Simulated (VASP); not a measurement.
# ZrC in VASP: further runs

Runs on ZrC. Level: LDA. Tasks: single point.

Everything below comes from runs of VASP 6.6.1. Logs are shortened: lines on timing, memory, paths and dates and some standing lists are left out, and cuts for length are marked.

## 1. The cell of the first run

It takes space group Fm-3m (No. 225, cubic). Conventional cell: a = 4.641 Å, b = 4.641 Å, c = 4.641 Å, α = 90.00°, β = 90.00°, γ = 90.00°. Zr (site symmetry m-3m) has 6 C at 2.32 Å within 3.1 Å. Within 3.1 Å of C (site symmetry m-3m) lie 6 Zr at 2.32 Å.

## 2. Single point, LDA

The input, INCAR:

```
ALGO     = Normal         # electronic algorithm
EDIFF    = 1E-7           # SCF threshold, eV
ENCUT    = 520            # plane-wave cutoff, eV
ISIF     = 2              # what is computed and relaxed
ISMEAR   = 0              # smearing method
LASPH    = True           # aspherical terms in the spheres
LCHARG   = False          # write CHGCAR
LREAL    = False          # projectors in reciprocal space
LWAVE    = False          # write WAVECAR
NBANDS   = 15             # bands
NELM     = 60             # most SCF steps
PREC     = Accurate       # precision mode
SIGMA    = 0.15           # smearing width, eV
```

The input, KPOINTS:

```
k-points
0
Gamma
  16 16 16
```

The input, POSCAR:

```
ZrC
1.0
    0.0000000000      2.3207286109      2.3207286109
    2.3207286109      0.0000000000      2.3207286109
    2.3207286109      2.3207286109      0.0000000000
Zr C
1 1
Direct
    0.5000000000      0.5000000000      0.5000000000
    0.0000000000      0.0000000000      0.0000000000
```

Potentials or basis: VASP PAW LDA potentials, release 64 (Zr_sv, C).

Command:

```console
$ cat potpaw_LDA.64/Zr_sv/POTCAR potpaw_LDA.64/C/POTCAR > POTCAR
$ mpirun -np 1 vasp_std > vasp.out
```

OUTCAR:

```text
EDIFF = 1E-7
   ENCUT = 520
   ISIF = 2
   ISMEAR = 0
   LASPH = True
   LREAL = False
   NELM = 60
   PREC = Accurate

 ion  position               nearest neighbor table
   1  0.500  0.500  0.500-   2 2.32   2 2.32   2 2.32   2 2.32   2 2.32   2 2.32
   2  0.000  0.000  0.000-   1 2.32   1 2.32   1 2.32   1 2.32   1 2.32   1 2.32

  LATTYP: Found a face centered cubic cell.
 ALAT       =     4.6414572218

  Lattice vectors:

 A1 = (   0.0000000000,   2.3207286109,   2.3207286109)
 A2 = (   2.3207286109,   0.0000000000,   2.3207286109)
 A3 = (   2.3207286109,   2.3207286109,   0.0000000000)

Analysis of symmetry for initial positions (statically):
=====================================================================
 Subroutine PRICEL returns:
 Original cell was already a primitive cell.

 Routine SETGRP: Setting up the symmetry group for a
 face centered cubic supercell.

 Subroutine GETGRP returns: Found 48 space group operations
 (whereof 48 operations were pure point group operations)
 out of a pool of 48 trial point group operations.

The static configuration has the point symmetry O_h .

Analysis of symmetry for dynamics (positions and initial velocities):
=====================================================================
 Subroutine PRICEL returns:
 Original cell was already a primitive cell.

 Routine SETGRP: Setting up the symmetry group for a
 face centered cubic supercell.

 Subroutine GETGRP returns: Found 48 space group operations
 (whereof 48 operations were pure point group operations)
 out of a pool of 48 trial point group operations.

The dynamic configuration has the point symmetry O_h .

 Subroutine INISYM returns: Found 48 space group operations
 (whereof 48 operations are pure point group operations),
 and found     1 'primitive' translations

----------------------------------------------------------------------------------------

                                     Primitive cell

  volume of cell :      24.9979

  direct lattice vectors                    reciprocal lattice vectors
     0.000000000  2.320728611  2.320728611    -0.215449578  0.215449578  0.215449578
     2.320728611  0.000000000  2.320728611     0.215449578 -0.215449578  0.215449578
     2.320728611  2.320728611  0.000000000     0.215449578  0.215449578 -0.215449578

  length of vectors
     3.282005876  3.282005876  3.282005876     0.373169616  0.373169616  0.373169616

  position of ions in fractional coordinates (direct lattice)
     0.500000000  0.500000000  0.500000000
     0.000000000  0.000000000  0.000000000

  ion indices of the primitive-cell ions
   primitive index   ion index
                 1           1
                 2           2

----------------------------------------------------------------------------------------

 KPOINTS: k-points

Automatic generation of k-mesh.
 Grid dimensions read from file:
 generate k-points for:   16   16   16

 Generating k-lattice:

  Cartesian coordinates                     Fractional coordinates (reciprocal lattice)
    -0.013465599  0.013465599  0.013465599     0.062500000  0.000000000  0.000000000
     0.013465599 -0.013465599  0.013465599     0.000000000  0.062500000  0.000000000
     0.013465599  0.013465599 -0.013465599     0.000000000  0.000000000  0.062500000

  Length of vectors
     0.023323101  0.023323101  0.023323101

  Shift w.r.t. Gamma in fractional coordinates (k-lattice)
     0.000000000  0.000000000  0.000000000

 Subroutine IBZKPT returns following result:
 ===========================================

 Found    145 irreducible k-points:

 Following reciprocal coordinates:
            Coordinates               Weight
  0.000000  0.000000  0.000000      1.000000
  0.062500  0.000000  0.000000      8.000000
  0.125000  0.000000  0.000000      8.000000
  0.187500  0.000000  0.000000      8.000000
  0.250000  0.000000  0.000000      8.000000
  0.312500  0.000000  0.000000      8.000000
[... 16 lines left out ...]
 -0.125000  0.062500  0.000000     24.000000
 -0.062500  0.062500  0.000000     12.000000
 [... further k-points ...]
   k-points           NKPTS =    145   k-points in BZ     NKDIM =    145   number of bands    NBANDS=     15
   number of dos      NEDOS =    301   number of ions     NIONS =      2
   total plane-waves  NPLWV =  13824
   dimension x,y,z NGX =    24 NGY =   24 NGZ =   24
   dimension x,y,z NGXF=    48 NGYF=   48 NGZF=   48
   ions per type =               1   1
   NGX,Y,Z   is equivalent  to a cutoff of  12.16, 12.16, 12.16 a.u.
   NGXF,Y,Z  is equivalent  to a cutoff of  24.31, 24.31, 24.31 a.u.
 SYSTEM =  unknown system
   PREC   = accura    normal or accurate (medium, high low for compatibility)
   ISTART =      0    job   : 0-new  1-cont  2-samecut
   ICHARG =      2    charge: 1-file 2-atom 10-const
   ISPIN  =      1    spin polarized calculation?
   LNONCOLLINEAR =      F non collinear calculations
   LSORBIT =      F    spin-orbit coupling
   LASPH  =      T    aspherical Exc in radial PAW
   ENCUT  =  520.0 eV  38.22 Ry    6.18 a.u.   6.10  6.10  6.10*2*pi/ulx,y,z
   NELM   =     60;   NELMIN=  2; NELMDL= -5     # of ELM steps
   EDIFF  = 0.1E-06   stopping-criterion for ELM
   LREAL  =      F    real-space projection
   EDIFFG = 0.1E-05   stopping-criterion for IOM
   NSW    =      0    number of steps for IOM
   IBRION =     -1    ionic relax: 0-MD 1-quasi-New 2-CG
   NFREE  =      0    steps in history (QN), initial steepest desc. (CG)
   ISIF   =      2    stress and relaxation
   ISYM   =      2    0-nonsym 1-usesym 2-fastsym
   POTIM  = 0.5000    time-step for ionic-motion
   TEBEG  =    0.0;   TEEND  =   0.0 temperature during run
   PSTRESS=    0.0 pullay stress
   NELECT =      16.0000    total number of electrons
   NUPDOWN=      -1.0000    fix difference up-down
   EMIN   =  10.00;   EMAX   =-10.00  energy-range for DOS
   EFERMI =   0.00;   METHOD = LEGACY
   ISMEAR =     0;   SIGMA  =   0.15  broadening in eV -4-tet -1-fermi 0-gaus
   EFERMI_NEDOS =   21; number of points for ismear=-14 and -15
   IALGO  =     38    algorithm
   IMIX   =      4    mixing-type and parameters
     AMIX     =   0.40;   BMIX     =  1.00
     AMIX_MAG =   1.60;   BMIX_MAG =  1.00
  volume/ion in A,a.u.               =      12.50        84.35
  Fermi-wavevector in a.u.,A,eV,Ry     =   1.410849  2.666118 27.082319  1.990494
  Thomas-Fermi vector in A             =   2.532761
   LORBIT       =      0    0 simple, 1 ext, 2 COOP (PROOUT), +10 PAW based schemes
   GGA     = CA    functional components
   LHFCALC =     F    Hartree Fock is set to
   AEXX    =    0.0000 exact exchange contribution
   IVDW    =     0    specifies the selected vdW correction
   LEPSILON=     F    determine dielectric tensor
   LRPA    =     F    only Hartree local field effects (RPA)
 non-spin polarized calculation
 Gauss-broadening in eV      SIGMA  =   0.15
  energy-cutoff  :      520.00
  volume of cell :       25.00
 maximum number of plane-waves:       692
   NGX = 13   NGY = 13   NGZ = 13

 number of electron      16.0000000 magnetization

 Free energy of the ion-electron system (eV)
  ---------------------------------------------------
  ext. energy  EPLUGINS =         0.00000000
  ---------------------------------------------------
  free energy    TOTEN  =       -21.27939263 eV

  energy without entropy =      -21.27589055  energy(sigma->0) =      -21.27764159

 E-fermi :   9.8873     XC(G=0): -12.5437

 val. band max:        9.8561317329   @ k =   0.3750   0.3125   0.0000
 cond. band min:       9.9416130666   @ k =   0.4375   0.4375   0.0000
 fundamental gap:      0.0854813337
 Fermi energy:         9.8872950478

 k-point     1 :       0.0000    0.0000    0.0000
  band No.  band energies     occupation
      1     -37.7696      2.00000
      2     -15.6009      2.00000
      3     -15.6009      2.00000
      4     -15.6009      2.00000
      5      -1.3885      2.00000
      6      10.8436      0.00000
      7      10.8436      0.00000
      8      10.8436      0.00000
      9      10.9405      0.00000
     10      10.9405      0.00000
     11      10.9405      0.00000
     12      12.7988      0.00000
     13      12.7988      0.00000
     14      17.7265      0.00000
     15      20.4214      0.00000

 k-point     2 :       0.0625    0.0000    0.0000
  band No.  band energies     occupation
      1     -37.7649      2.00000
      2     -15.6424      2.00000
      3     -15.6044      2.00000
      4     -15.6044      2.00000
      5      -1.2921      2.00000
      6      10.0587      0.10610
      7      10.2703      0.00030
      8      10.2703      0.00030
      9      11.1731      0.00000
     10      11.1731      0.00000
     11      11.5269      0.00000
     12      13.3331      0.00000
     13      13.3331      0.00000
     14      17.9106      0.00000
     15      20.6809      0.00000

 k-point     3 :       0.1250    0.0000    0.0000
  band No.  band energies     occupation
      1     -37.7516      2.00000
      2     -15.7587      2.00000
      3     -15.6144      2.00000
      4     -15.6144      2.00000
      5      -1.0132      2.00000
      6       9.0966      2.00000
      7       9.4647      1.99993
      8       9.4647      1.99993
      9      11.4724      0.00000
     10      11.4724      0.00000
     11      11.9762      0.00000
     12      14.4105      0.00000
     13      14.4105      0.00000
     14      18.3906      0.00000
     15      21.3985      0.00000
[... 343 lines left out ...]
 k-point    23 :      -0.1250    0.0625    0.0000
  band No.  band energies     occupation
      1     -37.7418      2.00000
      2     -15.8257      2.00000
      3     -15.6516      2.00000
      4     -15.6086      2.00000
      5      -0.8115      2.00000
      6       8.5699      2.00000
      7       8.9269      2.00000
      8       9.2302      2.00000
      9      11.3566      0.00000
     10      12.0541      0.00000
     11      12.3445      0.00000
     12      14.2453      0.00000
     13      15.5337      0.00000
     14      18.7480      0.00000
     15      21.9001      0.00000

 k-point    24 :      -0.0625    0.0625    0.0000
  band No.  band energies     occupation
      1     -37.7573      2.00000
      2     -15.6994      2.00000
      3     -15.6269      2.00000
      4     -15.6026      2.00000
      5      -1.1365      2.00000
      6       9.4761      1.99989
      7       9.6842      1.94449
      8       9.8129      1.51672
      9      11.0900      0.00000
     10      11.7570      0.00000
     11      11.8465      0.00000
     12      13.4573      0.00000
     13      14.3393      0.00000
     14      18.2067      0.00000
     15      21.0920      0.00000

 [... further k-points ...]
[... 5 lines left out ...]
  --------------------------------------------------------------------------------------
  -------------------------------------------------------------------------------------
  Total        0.1022162      0.1022162      0.1022162     -0.0000000      0.0000000     -0.0000000
  in kB        6.5512966      6.5512966      6.5512966     -0.0000000      0.0000000     -0.0000000
  external PRESSURE =       6.5512966 kB  Pullay stress =       0.0000000 kB

 VOLUME and BASIS-vectors are now :
 -----------------------------------------------------------------------------
  energy-cutoff  :      520.00
  volume of cell :       25.00
      direct lattice vectors                 reciprocal lattice vectors
     0.000000000  2.320728611  2.320728611    -0.215449578  0.215449578  0.215449578
     2.320728611  0.000000000  2.320728611     0.215449578 -0.215449578  0.215449578
     2.320728611  2.320728611  0.000000000     0.215449578  0.215449578 -0.215449578

 POSITION                                       TOTAL-FORCE (eV/Angst)
 -----------------------------------------------------------------------------------
      2.32073      2.32073      2.32073         0.000000     -0.000000      0.000000
      0.00000      0.00000      0.00000        -0.000000      0.000000     -0.000000
 -----------------------------------------------------------------------------------
    total drift:                                0.000000     -0.000000      0.000000

  FREE ENERGIE OF THE ION-ELECTRON SYSTEM (eV)
  ---------------------------------------------------
  free  energy   TOTEN  =       -21.2793926342 eV

  energy  without entropy=      -21.2758905452  energy(sigma->0) =      -21.27764159
```

Wall time 16 s (1 thread of Intel Xeon Platinum 8559C (Emerald Rapids), shared host); peak memory 0.17 GiB.

Results:

| Item | Value |
| --- | --- |
| Free energy | -21.2794 eV |
| Pressure | 0.7 GPa |
| Band gap on the k mesh | zero (band 8 reaches 10.84 eV, above the bottom of band 9 at 9.51 eV) |

Levels at points of the mesh, in eV from the Fermi level:
```tsv
k point	band 4	band 5	band 6	band 7	band 8	band 9	band 10	band 11	band 12	band 13
(0.00, 0.00, 0.00)	-25.49	-11.28	0.96	0.96	0.96	1.05	1.05	1.05	2.91	2.91
(0.50, 0.00, 0.00)	-25.58	-7.94	-5.45	-3.06	-3.06	4.67	4.67	5.53	6.73	10.58
(0.50, 0.50, 0.00)	-25.82	-10.13	-1.94	-1.93	0.12	0.12	4.66	5.91	5.91	8.56
```

## 3. Single point, LDA (mode 4 frozen in at +0.000 Å, strain +e along z and -e/2 along x and y +0.0467)

The input, INCAR:

```
ALGO = Normal
EDIFF = 1E-7
ENCUT = 520
GGA = CA
ISIF = 2
ISMEAR = 0
LASPH = True
LCHARG = False
LREAL = False
LWAVE = False
NBANDS = 15
NELM = 100
PREC = Accurate
SIGMA = 0.15
```

KPOINTS is that of step 2.

The input, POSCAR:

```
ZrC
1.0
    0.0000000000      2.2665395978      2.4291066370
    2.2665395978      0.0000000000      2.4291066370
    2.2665395978      2.2665395978      0.0000000000
Zr C
1 1
Direct
    0.5000000000      0.5000000000      0.5000000000
    0.0000000000      0.0000000000      0.0000000000
```

Potentials or basis: VASP PAW LDA potentials, release 64 (Zr_sv, C).

Command:

```console
$ cat potpaw_LDA.64/Zr_sv/POTCAR potpaw_LDA.64/C/POTCAR > POTCAR
$ mpirun -np 1 vasp_std > vasp.out
```

Wall time 71 s (1 thread of Intel Xeon Platinum 8559C (Emerald Rapids), shared host); peak memory 0.24 GiB.

It converged, with:

* Free energy: -21.1801 eV
* Pressure: 3.2 GPa
* Band gap on the k mesh: zero (band 8 reaches 10.99 eV, above the bottom of band 9 at 9.46 eV)

Stress tensor (GPa, compression positive):
```
 12.23   0.00   0.00
  0.00  12.23   0.00
  0.00   0.00 -14.78
```

Levels at points of the mesh, in eV from the Fermi level:
```tsv
k point	band 6	band 7	band 8	band 9	band 10	band 11
(0.00, 0.00, 0.00)	0.56	0.67	1.04	1.04	1.28	1.28
(0.50, 0.00, 0.00)	-5.50	-3.22	-3.08	4.45	4.89	5.61
(0.50, 0.50, 0.00)	-2.47	-1.89	0.34	0.34	4.63	5.84
(0.50, 0.00, 0.50)	-1.99	-1.69	-0.20	0.17	4.51	5.43
```

Caveat: the cell differs from its parent crystal (mode 4 frozen in at +0.000 Å, strain +e along z and -e/2 along x and y +0.0467).

## 4. Single point, LDA (mode 4 frozen in at -0.057 Å, strain +e along z and -e/2 along x and y +0.0000)

The input, INCAR:

```
SYSTEM = ZrC
PREC = Accurate
ENCUT = 520
EDIFF = 1E-6
ISMEAR = 0
SIGMA = 0.15
LREAL = .False.
LASPH = .True.
NELM = 60
ALGO = Normal
ISIF = 2
LWAVE = .False.
LCHARG = .True.
LELF = .True.
LVHAR = .True.
NBANDS = 15
```

The input, KPOINTS:

```
Automatic mesh
0
Gamma
  16 16 16
  0 0 0
```

The input, POSCAR:

```
ZrC
1.0
    0.0000000000      2.3207286109      2.3207286109
    2.3207286109      0.0000000000      2.3207286109
    2.3207286109      2.3207286109      0.0000000000
Zr C
1 1
Direct
    0.4983745445      0.5016254555      0.5016254555
    0.0123452608     -0.0123452608     -0.0123452608
```

Command:

```console
$ cat potpaw_LDA.64/Zr_sv/POTCAR potpaw_LDA.64/C/POTCAR > POTCAR
$ mpirun -np 1 vasp_std > vasp.out
```

Run time: 37 s. Hardware: 1 thread of Intel Xeon Platinum 8559C (Emerald Rapids), shared host; peak memory 0.23 GiB.

It converged, with:

- Free energy: -21.2628 eV
- Pressure: 1.0 GPa
- Largest force: 0.507 eV/Å
- Band gap on the k mesh: zero (band 8 reaches 10.72 eV, above the bottom of band 9 at 9.50 eV)

Forces on the atoms (eV/Å):
```
Zr  -0.507  0.000  0.000
C    0.507  0.000  0.000
```

Stress tensor (GPa, compression positive):
```
1.90 0.00 0.00
0.00 0.57 0.00
0.00 0.00 0.57
```

Levels at points of the mesh, in eV from the Fermi level:
| k point | band 5 | band 6 | band 7 | band 8 | band 9 | band 10 | band 11 | band 12 |
| --- | --- | --- | --- | --- | --- | --- | --- | --- |
| (0.00, 0.00, 0.00) | -11.29 | 0.59 | 0.59 | 0.81 | 1.03 | 1.39 | 1.39 | 2.89 |
| (0.50, 0.00, 0.00) | -7.96 | -5.46 | -3.08 | -3.07 | 4.63 | 4.65 | 5.50 | 6.69 |
| (0.50, 0.50, 0.00) | -10.14 | -2.03 | -1.97 | 0.09 | 0.19 | 4.67 | 5.89 | 5.89 |
| (0.00, 0.50, 0.50) | -10.14 | -1.95 | -1.95 | 0.10 | 0.10 | 4.64 | 5.89 | 5.89 |

Caveat: the cell differs from its parent crystal (mode 4 frozen in at -0.057 Å, strain +e along z and -e/2 along x and y +0.0000).

[end of part 1 of 2]
